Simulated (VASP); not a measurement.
# BN in VASP: further runs

The runs below take BN through single point, with PBE.

All numbers are computed with VASP 6.6.1; they aren't measurements. Logs are shortened: lines on timing, memory, paths and dates and some standing lists are left out, and cuts for length are marked.

## Step 1: The cell of the first run

Symmetry: R3m, No. 160, trigonal system. The conventional cell has a = 2.479 Å, b = 2.479 Å, c = 6.448 Å, α = 90.00°, β = 90.00°, γ = 120.00°. B (site symmetry 3m) has 4 N at 1.49 to 1.58 Å within 2.0 Å. N (site symmetry 3m) has 4 B at 1.49 to 1.58 Å within 2.0 Å.

## Step 2: Single point, PBE (strained and its atoms moved)

INCAR

```
SYSTEM = BN
  PREC = Accurate
  ENCUT = 520
  EDIFF = 1E-7
  ISMEAR = 0
  SIGMA = 0.02
  LREAL = .FALSE.
  LASPH = .TRUE.
  NELM = 60
  ALGO = Normal
  ISIF = 2
  LWAVE = .FALSE.
  LCHARG = .FALSE.
  GGA = PE
  NBANDS = 11
```

KPOINTS

```
Automatic mesh
0
G
  12 12 12
  0 0 0
```

POSCAR

```
BN
1.0
    0.0000000000      1.7527187168      1.7527187168
    1.7527187168      0.0000000000      1.7527187168
    1.8252387568      1.8252387568     -0.0725200400
B N
1 1
Direct
   -0.0095535017     -0.0095535017      0.0286605050
    0.7595535017      0.7595535017      0.7213394950
```

Potentials or basis: VASP PAW PBE potentials, release 64 (B, N).

Run with:

```console
> cat potpaw_PBE.64/B/POTCAR potpaw_PBE.64/N/POTCAR > POTCAR
> mpirun -np 1 vasp_std > vasp.out
```

OUTCAR:

```text
SYSTEM = BN
   PREC = Accurate
   ENCUT = 520
   EDIFF = 1E-7
   ISMEAR = 0
   LREAL = .FALSE.
   LASPH = .TRUE.
   NELM = 60
   ISIF = 2
   GGA = PE

 ion  position               nearest neighbor table
   1  0.990  0.990  0.029-   2 1.49   2 1.58   2 1.58   2 1.58
   2  0.760  0.760  0.721-   1 1.49   1 1.58   1 1.58   1 1.58

  LATTYP: Found a trigonal (rhomboedric) cell.
 ALAT       =     2.5822959154
 COS(alpha) =     0.5393061314

  Lattice vectors:

 A1 = (   1.8252387568,   0.0725200400,  -1.8252387568)
 A2 = (   0.0725200400,   1.8252387568,  -1.8252387568)
 A3 = (   1.8252387568,   1.8252387568,  -0.0725200400)

Analysis of symmetry for initial positions (statically):
=====================================================================
 Subroutine PRICEL returns:
 Original cell was already a primitive cell.

 Routine SETGRP: Setting up the symmetry group for a
 trigonal (rhombohedral) supercell.

 Subroutine GETGRP returns: Found  6 space group operations
 (whereof  6 operations were pure point group operations)
 out of a pool of 12 trial point group operations.

The static configuration has the point symmetry C_3v.

Analysis of symmetry for dynamics (positions and initial velocities):
=====================================================================
 Subroutine PRICEL returns:
 Original cell was already a primitive cell.

 Routine SETGRP: Setting up the symmetry group for a
 trigonal (rhombohedral) supercell.

 Subroutine GETGRP returns: Found  6 space group operations
 (whereof  6 operations were pure point group operations)
 out of a pool of 12 trial point group operations.

The dynamic configuration has the point symmetry C_3v.

 Subroutine INISYM returns: Found  6 space group operations
 (whereof  6 operations are pure point group operations),
 and found     1 'primitive' translations

----------------------------------------------------------------------------------------

                                     Primitive cell

  volume of cell :      11.4371

  direct lattice vectors                    reciprocal lattice vectors
     0.000000000  1.752718717  1.752718717    -0.279714324  0.290827880  0.279714324
     1.752718717  0.000000000  1.752718717     0.290827880 -0.279714324  0.279714324
     1.825238757  1.825238757 -0.072520040     0.268600767  0.268600767 -0.268600767

  length of vectors
     2.478718580  2.478718580  2.582295915     0.490979696  0.490979696  0.465230176

  position of ions in fractional coordinates (direct lattice)
     0.990446498  0.990446498  0.028660505
     0.759553502  0.759553502  0.721339495

  ion indices of the primitive-cell ions
   primitive index   ion index
                 1           1
                 2           2

----------------------------------------------------------------------------------------

 KPOINTS: Automatic mesh

Automatic generation of k-mesh.
 Grid dimensions read from file:
 generate k-points for:   12   12   12

 Generating k-lattice:

  Cartesian coordinates                     Fractional coordinates (reciprocal lattice)
    -0.023309527  0.024235657  0.023309527     0.083333333  0.000000000  0.000000000
     0.024235657 -0.023309527  0.023309527     0.000000000  0.083333333  0.000000000
     0.022383397  0.022383397 -0.022383397     0.000000000  0.000000000  0.083333333

  Length of vectors
     0.040914975  0.040914975  0.038769181

  Shift w.r.t. Gamma in fractional coordinates (k-lattice)
     0.000000000  0.000000000  0.000000000

 Subroutine IBZKPT returns following result:
 ===========================================

 Found    189 irreducible k-points:

 Following reciprocal coordinates:
            Coordinates               Weight
  0.000000  0.000000  0.000000      1.000000
  0.083333  0.000000  0.000000      6.000000
  0.166667  0.000000  0.000000      6.000000
  0.250000  0.000000  0.000000      6.000000
  0.333333  0.000000  0.000000      6.000000
  0.416667  0.000000  0.000000      6.000000
[... 16 lines left out ...]
  0.500000  0.166667  0.000000     12.000000
 -0.416667  0.166667 -0.000000     12.000000
 [... further k-points ...]
   k-points           NKPTS =    189   k-points in BZ     NKDIM =    189   number of bands    NBANDS=     11
   number of dos      NEDOS =    301   number of ions     NIONS =      2
   total plane-waves  NPLWV =   6480
   dimension x,y,z NGX =    18 NGY =   18 NGZ =   20
   dimension x,y,z NGXF=    36 NGYF=   36 NGZF=   40
   ions per type =               1   1
   NGX,Y,Z   is equivalent  to a cutoff of  12.07, 12.07, 12.88 a.u.
   NGXF,Y,Z  is equivalent  to a cutoff of  24.14, 24.14, 25.75 a.u.
 SYSTEM =  BN
   PREC   = accura    normal or accurate (medium, high low for compatibility)
   ISTART =      0    job   : 0-new  1-cont  2-samecut
   ICHARG =      2    charge: 1-file 2-atom 10-const
   ISPIN  =      1    spin polarized calculation?
   LNONCOLLINEAR =      F non collinear calculations
   LSORBIT =      F    spin-orbit coupling
   LASPH  =      T    aspherical Exc in radial PAW
   ENCUT  =  520.0 eV  38.22 Ry    6.18 a.u.   4.61  4.61  4.80*2*pi/ulx,y,z
   NELM   =     60;   NELMIN=  2; NELMDL= -5     # of ELM steps
   EDIFF  = 0.1E-06   stopping-criterion for ELM
   LREAL  =      F    real-space projection
   EDIFFG = 0.1E-05   stopping-criterion for IOM
   NSW    =      0    number of steps for IOM
   IBRION =     -1    ionic relax: 0-MD 1-quasi-New 2-CG
   NFREE  =      0    steps in history (QN), initial steepest desc. (CG)
   ISIF   =      2    stress and relaxation
   ISYM   =      2    0-nonsym 1-usesym 2-fastsym
   POTIM  = 0.5000    time-step for ionic-motion
   TEBEG  =    0.0;   TEEND  =   0.0 temperature during run
   PSTRESS=    0.0 pullay stress
   NELECT =       8.0000    total number of electrons
   NUPDOWN=      -1.0000    fix difference up-down
   EMIN   =  10.00;   EMAX   =-10.00  energy-range for DOS
   EFERMI =   0.00;   METHOD = LEGACY
   ISMEAR =     0;   SIGMA  =   0.02  broadening in eV -4-tet -1-fermi 0-gaus
   EFERMI_NEDOS =   21; number of points for ismear=-14 and -15
   IALGO  =     38    algorithm
   IMIX   =      4    mixing-type and parameters
     AMIX     =   0.40;   BMIX     =  1.00
     AMIX_MAG =   1.60;   BMIX_MAG =  1.00
  volume/ion in A,a.u.               =       5.72        38.59
  Fermi-wavevector in a.u.,A,eV,Ry     =   1.453224  2.746194 28.733582  2.111859
  Thomas-Fermi vector in A             =   2.570515
   LORBIT       =      0    0 simple, 1 ext, 2 COOP (PROOUT), +10 PAW based schemes
   GGA     = PE    functional components
   LHFCALC =     F    Hartree Fock is set to
   AEXX    =    0.0000 exact exchange contribution
   IVDW    =     0    specifies the selected vdW correction
   LEPSILON=     F    determine dielectric tensor
   LRPA    =     F    only Hartree local field effects (RPA)
 non-spin polarized calculation
 Gauss-broadening in eV      SIGMA  =   0.02
  energy-cutoff  :      520.00
  volume of cell :       11.44
 maximum number of plane-waves:       320
   NGX =  9   NGY =  9   NGZ =  9

 number of electron       8.0000000 magnetization

 Free energy of the ion-electron system (eV)
  ---------------------------------------------------
  ext. energy  EPLUGINS =         0.00000000
  ---------------------------------------------------
  free energy    TOTEN  =       -17.16159046 eV

  energy without entropy =      -17.16159046  energy(sigma->0) =      -17.16159046

 E-fermi :   8.8753     XC(G=0): -12.9969

 val. band max:        8.6288187885   @ k =   0.0000   0.0000   0.0000
 cond. band min:      11.9366102313   @ k =   0.5000   0.5000   0.0000
 fundamental gap:      3.3077914428
 Fermi energy:         8.8752888054

 k-point     1 :       0.0000    0.0000    0.0000
  band No.  band energies     occupation
      1     -12.7675      2.00000
      2       6.2221      2.00000
      3       8.6288      2.00000
      4       8.6288      2.00000
      5      16.5566      0.00000
      6      16.8536      0.00000
      7      16.8536      0.00000
      8      19.0381      0.00000
      9      33.0412      0.00000
     10      35.9482      0.00000
     11      35.9482      0.00000

 k-point     2 :       0.0833    0.0000    0.0000
  band No.  band energies     occupation
      1     -12.5874      2.00000
      2       6.0015      2.00000
      3       7.7422      2.00000
      4       8.4348      2.00000
      5      16.4346      0.00000
      6      17.0416      0.00000
      7      17.5079      0.00000
      8      19.5650      0.00000
      9      32.7479      0.00000
     10      33.5799      0.00000
     11      33.9420      0.00000

 k-point     3 :       0.1667    0.0000    0.0000
  band No.  band energies     occupation
      1     -12.0529      2.00000
      2       4.9380      2.00000
      3       6.2202      2.00000
      4       7.9642      2.00000
      5      16.7057      0.00000
      6      17.4160      0.00000
      7      18.3205      0.00000
      8      20.7886      0.00000
      9      31.5908      0.00000
     10      32.1114      0.00000
     11      32.8369      0.00000

 k-point     4 :       0.2500    0.0000    0.0000
  band No.  band energies     occupation
      1     -11.1864      2.00000
      2       2.5699      2.00000
      3       5.5375      2.00000
      4       7.4229      2.00000
      5      17.1168      0.00000
      6      17.6418      0.00000
      7      19.0236      0.00000
      8      21.9043      0.00000
      9      30.8030      0.00000
     10      31.5796      0.00000
     11      33.0505      0.00000
[... 239 lines left out ...]
 k-point    22 :       0.4167    0.1667   -0.0000
  band No.  band energies     occupation
      1      -9.1479      2.00000
      2      -0.2101      2.00000
      3       3.8167      2.00000
      4       5.1884      2.00000
      5      15.5585      0.00000
      6      20.0714      0.00000
      7      21.5584      0.00000
      8      22.5622      0.00000
      9      28.6084      0.00000
     10      33.9750      0.00000
     11      35.8289      0.00000

 k-point    23 :       0.5000    0.1667    0.0000
  band No.  band energies     occupation
      1      -8.0609      2.00000
      2      -1.9026      2.00000
      3       3.6625      2.00000
      4       4.8046      2.00000
      5      15.7505      0.00000
      6      19.9189      0.00000
      7      21.4801      0.00000
      8      23.5779      0.00000
      9      29.3081      0.00000
     10      33.7828      0.00000
     11      35.2817      0.00000

 k-point    24 :      -0.4167    0.1667   -0.0000
  band No.  band energies     occupation
      1      -7.7958      2.00000
      2      -2.2660      2.00000
      3       3.5288      2.00000
      4       4.8610      2.00000
      5      16.1388      0.00000
      6      19.6424      0.00000
      7      21.2262      0.00000
      8      23.6324      0.00000
      9      30.0810      0.00000
     10      32.6936      0.00000
     11      34.9016      0.00000

 [... further k-points ...]

------------------------ aborting loop because EDIFF is reached ----------------------------------------

  FORCE on cell =-STRESS in cart. coord.  units (eV):
  Direction    XX          YY          ZZ          XY          YZ          ZX
  --------------------------------------------------------------------------------------
  -------------------------------------------------------------------------------------
  Total        1.2378618      1.2378618      1.2378618     -1.2628180      1.2628180      1.2628180
  in kB      173.4065682    173.4065682    173.4065682   -176.9025739    176.9025739    176.9025739
  external PRESSURE =     173.4065682 kB  Pullay stress =       0.0000000 kB

 VOLUME and BASIS-vectors are now :
 -----------------------------------------------------------------------------
  energy-cutoff  :      520.00
  volume of cell :       11.44
      direct lattice vectors                 reciprocal lattice vectors
     0.000000000  1.752718717  1.752718717    -0.279714324  0.290827880  0.279714324
     1.752718717  0.000000000  1.752718717     0.290827880 -0.279714324  0.279714324
     1.825238757  1.825238757 -0.072520040     0.268600767  0.268600767 -0.268600767

 POSITION                                       TOTAL-FORCE (eV/Angst)
 -----------------------------------------------------------------------------------
      1.78829      1.78829      3.46987        -1.885206     -1.885206      1.885206
      2.64790      2.64790      2.61026         1.885206      1.885206     -1.885206
 -----------------------------------------------------------------------------------
    total drift:                                0.000006      0.000006     -0.000018

  FREE ENERGIE OF THE ION-ELECTRON SYSTEM (eV)
  ---------------------------------------------------
  free  energy   TOTEN  =       -17.1615904642 eV

  energy  without entropy=      -17.1615904642  energy(sigma->0) =      -17.16159046
```

Run time: 32 s. Hardware: 1 thread of Intel Xeon 8259CL, shared host; peak memory 0.13 GiB.

What came out:

```
Free energy            : -17.1616 eV
Pressure               : 17.3 GPa
Largest force          : 3.265 eV/Å
Band gap on the k mesh : 3.31 eV, indirect (least direct gap 7.93 eV)
```

Forces on the atoms (eV/Å):
```
B   -1.885 -1.885  1.885
N    1.885  1.885 -1.885
```

Stress tensor (GPa, compression positive):
```
 17.34 -17.69  17.69
-17.69  17.34  17.69
 17.69  17.69  17.34
```

Levels at points of the mesh, in eV from the valence-band top:
```csv
k point,band 1,band 2,band 3,band 4,band 5,band 6,band 7,band 8
"(0.00, 0.00, 0.00)",-21.40,-2.41,0.00,0.00,7.93,8.22,8.22,10.41
"(0.50, 0.00, 0.00)",-16.81,-11.61,-3.87,-2.07,8.77,9.16,10.88,14.41
"(0.50, 0.50, 0.00)",-15.58,-9.92,-6.45,-5.11,3.31,8.66,16.85,18.32
"(0.00, 0.00, 0.50)",-17.55,-12.30,-2.02,-2.02,10.91,10.91,10.94,15.01
```

Caveat: the cell differs from its parent crystal (strained and its atoms moved); forces of over 1 eV/Å act on the atoms, so gaps and moduli don't describe the material at rest.

## Step 3: Single point, PBE (strained and its atoms moved)

INCAR

```
ALGO = Normal ; EDIFF = 1E-6
ENCUT = 520 ; GGA = PE
ISIF = 2 ; ISMEAR = 0
LASPH = T ; LCHARG = F
LREAL = F ; LWAVE = F
NBANDS = 11 ; NELM = 80
PREC = Accurate ; SIGMA = 0.02
```

KPOINTS

```
k-points
0
Gamma
  12 12 12
```

POSCAR

```
BN
1.0
   -0.0362600200      1.9058266512      1.9058266512
    1.8695666312      0.0000000000      1.8695666312
    1.8695666312      1.8695666312      0.0000000000
B N
1 1
Direct
    0.0286605050     -0.0095535017     -0.0095535017
    0.7213394950      0.7595535017      0.7595535017
```

Potentials or basis: VASP PAW PBE potentials, release 64 (B, N).

Run with:

```console
> cat potpaw_PBE.64/B/POTCAR potpaw_PBE.64/N/POTCAR > POTCAR
> mpirun -np 1 vasp_std > vasp.out
```

It took 34 s on 1 thread of Intel Xeon 8259CL, shared host; peak memory 0.14 GiB.

Results (log left out):

```yaml
Free_energy: -17.0785 eV
Pressure: -34.1 GPa
Largest_force: 2.686 eV/Å
Band_gap_on_the_k_mesh: 3.45 eV, indirect (least direct gap 7.32 eV)
```

Forces on the atoms (eV/Å):
```
B    1.551 -1.551 -1.551
N   -1.551  1.551  1.551
```

Stress tensor (GPa, compression positive):
```
-34.14   8.84   8.84
  8.84 -34.14  -8.84
  8.84  -8.84 -34.14
```

Levels at points of the mesh, in eV from the valence-band top:
| k point | band 2 | band 3 | band 4 | band 5 | band 6 | band 7 |
| --- | --- | --- | --- | --- | --- | --- |
| (0.00, 0.00, 0.00) | -1.95 | 0.00 | 0.00 | 7.32 | 7.32 | 7.55 |
| (0.50, 0.00, 0.00) | -10.66 | -1.91 | -1.91 | 8.47 | 9.86 | 9.86 |
| (0.00, 0.50, 0.00) | -10.02 | -3.23 | -1.63 | 7.50 | 7.96 | 10.61 |
| (0.50, 0.50, 0.00) | -8.77 | -5.26 | -4.47 | 3.45 | 7.78 | 14.82 |

Caveat: the cell differs from its parent crystal (strained and its atoms moved); forces of over 1 eV/Å act on the atoms, so gaps and moduli don't describe the material at rest. A k mesh can miss the band edges.

(Continued in part 2 of 2.)
